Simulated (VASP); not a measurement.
# Pt in VASP: further runs, part 2 of 2

VASP 6.6.1.

### 4 Single point, LDA (atoms displaced along a vibrational mode)

Contents of INCAR:

```
SYSTEM = Pt
PREC = Accurate
ENCUT = 520
EDIFF = 1E-6
ISMEAR = 0
SIGMA = 0.15
LREAL = .False.
LASPH = .True.
NELM = 60
ALGO = Fast
ISIF = 2
LWAVE = .False.
LCHARG = .False.
GGA = CA
NBANDS = 17
```

Contents of KPOINTS:

```
regular mesh
0
Gamma
  18 18 10
  0 0 0
```

Contents of POSCAR:

```
Pt
1.0
    2.7081940711      0.0000000000      0.0000000000
   -1.3540970355      2.3453648639      0.0000000000
    0.0000000000      0.0000000000      4.6773974959
Pt
2
Direct
    0.6971523284      0.3943046569      0.7500000000
    0.3028476716      0.6056953431      0.2500000000
```

Potentials or basis: VASP PAW LDA potentials, release 64 (Pt).

The run is started by

```bash
> cat potpaw_LDA.64/Pt/POTCAR > POTCAR
> mpirun -np 1 vasp_std > vasp.out
```

OUTCAR:

```text
SYSTEM = Pt
   PREC = Accurate
   ENCUT = 520
   EDIFF = 1E-6
   ISMEAR = 0
   LREAL = .False.
   LASPH = .True.
   NELM = 60
   ISIF = 2
   GGA = CA

 ion  position               nearest neighbor table
   1  0.697  0.394  0.750-   2 2.75   2 2.75   2 2.75   2 2.75   2 2.98   2 2.98
   2  0.303  0.606  0.250-   1 2.75   1 2.75   1 2.75   1 2.75   1 2.98   1 2.98

  LATTYP: Found a hexagonal cell.
 ALAT       =     2.7081940711
 C/A-ratio  =     1.7271278842

  Lattice vectors:

 A1 = (   2.7081940711,   0.0000000000,   0.0000000000)
 A2 = (  -1.3540970355,   2.3453648639,   0.0000000000)
[... 652 lines left out ...]
      5       7.8700      2.00000
      6       8.1490      2.00000
[... 9 lines left out ...]
     16      28.8803      0.00000
     17      29.7537      0.00000

 [... further k-points ...]
[... 5 lines left out ...]
  --------------------------------------------------------------------------------------
  -------------------------------------------------------------------------------------
  Total        0.1827325      0.2345666      0.2787347      0.0000000     -0.0000000      0.0000000
  in kB        9.8544369     12.6497614     15.0316647      0.0000000     -0.0000000      0.0000000
  external PRESSURE =      12.5119543 kB  Pullay stress =       0.0000000 kB

 VOLUME and BASIS-vectors are now :
 -----------------------------------------------------------------------------
  energy-cutoff  :      520.00
  volume of cell :       29.71
      direct lattice vectors                 reciprocal lattice vectors
     2.708194071  0.000000000  0.000000000     0.369249756  0.213186446  0.000000000
    -1.354097035  2.345364864  0.000000000     0.000000000  0.426372892  0.000000000
     0.000000000  0.000000000  4.677397496     0.000000000  0.000000000  0.213794103

 POSITION                                       TOTAL-FORCE (eV/Angst)
 -----------------------------------------------------------------------------------
      1.35410      0.92479      3.50805         0.000000      0.166375      0.000000
      0.00000      1.42058      1.16935        -0.000000     -0.166375     -0.000000
 -----------------------------------------------------------------------------------
    total drift:                               -0.000000      0.000000     -0.000000

  FREE ENERGIE OF THE ION-ELECTRON SYSTEM (eV)
  ---------------------------------------------------
  free  energy   TOTEN  =       -14.9220812233 eV

  energy  without entropy=      -14.8905795005  energy(sigma->0) =      -14.90633036
```

OSZICAR:

```text
N       E                     dE             d eps       ncg     rms          rms(c)
DAV:   1     0.101557790415E+03    0.10156E+03   -0.10525E+04 18564   0.114E+03
DAV:   2    -0.139013846088E+02   -0.11546E+03   -0.10978E+03 20034   0.249E+02
DAV:   3    -0.157961050866E+02   -0.18947E+01   -0.18754E+01 22725   0.319E+01
DAV:   4    -0.158054162213E+02   -0.93111E-02   -0.93096E-02 22186   0.233E+00
DAV:   5    -0.158055021003E+02   -0.85879E-04   -0.85879E-04 23013   0.232E-01    0.196E+01
RMM:   6    -0.150191881850E+02    0.78631E+00   -0.10726E+00 18605   0.770E+00    0.102E+01
RMM:   7    -0.149324606746E+02    0.86728E-01   -0.25350E-01 19252   0.373E+00    0.303E+00
RMM:   8    -0.149228217623E+02    0.96389E-02   -0.42845E-02 19337   0.164E+00    0.998E-01
RMM:   9    -0.149220595399E+02    0.76222E-03   -0.27937E-03 20745   0.396E-01    0.137E-01
RMM:  10    -0.149220977934E+02   -0.38254E-04   -0.39812E-04 20844   0.129E-01    0.142E-01
RMM:  11    -0.149220886214E+02    0.91720E-05   -0.58854E-05 20655   0.528E-02    0.110E-01
RMM:  12    -0.149221494313E+02   -0.60810E-04   -0.50346E-05 20263   0.436E-02    0.248E-01
RMM:  13    -0.149220813906E+02    0.68041E-04   -0.88967E-05 20193   0.601E-02    0.245E-02
RMM:  14    -0.149221023498E+02   -0.20959E-04   -0.43814E-05 20185   0.416E-02    0.122E-01
RMM:  15    -0.149220810787E+02    0.21271E-04   -0.18102E-05 19645   0.287E-02    0.157E-02
RMM:  16    -0.149220812233E+02   -0.14462E-06   -0.11240E-06 12129   0.849E-03
   1 F= -.14922081E+02 E0= -.14906330E+02  d E =-.315017E-01
```

Run time: 1.8 min. Hardware: 1 thread of Intel Xeon 6975P-C (Granite Rapids), shared host; peak memory 0.31 GiB.

What came out:

- Free energy: -14.9221 eV
- Pressure: 1.3 GPa
- Largest force: 0.166 eV/Å
- Band gap on the k mesh: zero (bands 10 and 11 overlap by 1.49 eV)

Forces on the atoms (eV/Å):
```
Pt   0.000  0.166  0.000
Pt   0.000 -0.166  0.000
```

Levels at points of the mesh, in eV from the Fermi level:
```
           k point  band 7  band 8  band 9  band 10  band 11  band 12  band 13  band 14
(0.00, 0.00, 0.00)   -3.22   -2.63   -1.28    -0.96    -0.92     0.28     5.22    14.89
(0.50, 0.00, 0.00)   -3.18   -0.36    0.27     0.57     2.70     3.62     8.01     9.48
(0.00, 0.50, 0.00)   -2.05    0.14    0.37     0.47     1.65     4.52     6.68     7.30
(0.00, 0.00, 0.50)   -3.70   -3.70   -1.15    -1.15    -0.79    -0.79    12.40    12.40
(0.50, 0.00, 0.50)   -0.41   -0.41    0.43     0.43     1.26     1.26     7.19     7.19
(0.00, 0.50, 0.50)   -1.98   -1.98    0.45     0.45     2.54     2.54     6.18     6.18
```

Caveat: the cell differs from its parent crystal (atoms displaced along a vibrational mode); spin-orbit coupling is left out, which moves the levels of the heavy elements.

### 5 Single point, LDA (atoms displaced along a vibrational mode)

Contents of INCAR:

```
ALGO     = Fast           # electronic algorithm
EDIFF    = 1E-7           # SCF threshold, eV
ENCUT    = 520            # plane-wave cutoff, eV
ISIF     = 2              # what is computed and relaxed
ISMEAR   = 0              # smearing method
LASPH    = T              # aspherical terms in the spheres
LCHARG   = F              # write CHGCAR
LREAL    = F              # projectors in reciprocal space
LWAVE    = F              # write WAVECAR
NBANDS   = 17             # bands
NELM     = 100            # most SCF steps
PREC     = Accurate       # precision mode
SIGMA    = 0.15           # smearing width, eV
```

Contents of KPOINTS:

```
k-points
0
Gamma
  18 18 10
```

Contents of POSCAR:

```
Pt
1.0
    2.7081940711      0.0000000000      0.0000000000
   -1.3540970355      2.3453648639      0.0000000000
    0.0000000000      0.0000000000      4.6773974959
Pt
2
Direct
    0.6361810049      0.2723620098      0.7500000000
    0.3638189951      0.7276379902      0.2500000000
```

The run is started by

```bash
> cat potpaw_LDA.64/Pt/POTCAR > POTCAR
> mpirun -np 1 vasp_std > vasp.out
```

Wall time 1.8 min (1 thread of Intel Xeon 6975P-C (Granite Rapids), shared host); peak memory 0.32 GiB.

The run converged. Its results:

```yaml
Free_energy: -14.8756 eV
Pressure: 2.2 GPa
Largest_force: 0.260 eV/Å
Band_gap_on_the_k_mesh: zero (bands 10 and 11 overlap by 1.55 eV)
```

Forces on the atoms (eV/Å):
```
Pt   0.000  0.260  0.000
Pt   0.000 -0.260  0.000
```

Stress tensor (GPa, compression positive):
```
-0.91  0.00  0.00
 0.00  2.78  0.00
 0.00  0.00  4.67
```

Levels at points of the mesh, in eV from the Fermi level:
| k point | band 6 | band 7 | band 8 | band 9 | band 10 | band 11 | band 12 | band 13 | band 14 | band 15 |
| --- | --- | --- | --- | --- | --- | --- | --- | --- | --- | --- |
| (0.00, 0.00, 0.00) | -3.54 | -3.15 | -2.45 | -1.35 | -0.95 | -0.90 | 0.12 | 5.25 | 14.96 | 15.79 |
| (0.50, 0.00, 0.00) | -3.09 | -2.47 | -0.28 | 0.40 | 0.45 | 2.03 | 4.23 | 7.08 | 8.20 | 10.69 |
| (0.00, 0.50, 0.00) | -3.36 | -3.06 | -0.02 | 0.22 | 0.65 | 3.05 | 3.29 | 8.65 | 8.91 | 11.18 |
| (0.00, 0.00, 0.50) | -3.84 | -3.65 | -3.65 | -1.05 | -1.05 | -0.74 | -0.74 | 12.38 | 12.38 | 15.58 |
| (0.50, 0.00, 0.50) | -2.25 | -1.14 | -1.14 | 0.45 | 0.45 | 2.14 | 2.14 | 6.55 | 6.55 | 14.49 |
| (0.00, 0.50, 0.50) | -1.96 | 0.03 | 0.03 | 0.43 | 0.43 | 0.82 | 0.82 | 7.38 | 7.38 | 13.49 |

Caveat: the cell differs from its parent crystal (atoms displaced along a vibrational mode); spin-orbit coupling is left out, which moves the levels of the heavy elements.

### 6 The runs side by side

| cell | further INCAR settings | gap on the mesh (eV) | pressure (GPa) | largest force (eV/Å) |
| --- | --- | --- | --- | --- |
| as given, atomic positions A | ALGO = Fast; EDIFF = 1e-06; NBANDS = 17 | none | 2.8 | 0.36 |
| as given, atomic positions B | ALGO = Fast; EDIFF = 1e-07; NBANDS = 17 | none | 1.3 | 0.19 |
| as given, atomic positions C | ALGO = Fast; EDIFF = 1e-06; NBANDS = 17 | none | 1.3 | 0.17 |
| as given, atomic positions D | ALGO = Fast; EDIFF = 1e-07; NBANDS = 17 | none | 2.2 | 0.26 |

Alike in all rows: task single point; level LDA; potentials or basis VASP PAW LDA potentials, release 64 (Pt); no spin polarisation; k mesh 18 × 18 × 10; cutoff (eV) 520; smearing gaussian 0.15 eV.

Caveats: spin-orbit coupling is left out, which moves the levels of the heavy elements.

Total energies depend on the potentials used, so only differences within one code and one set of settings carry meaning.
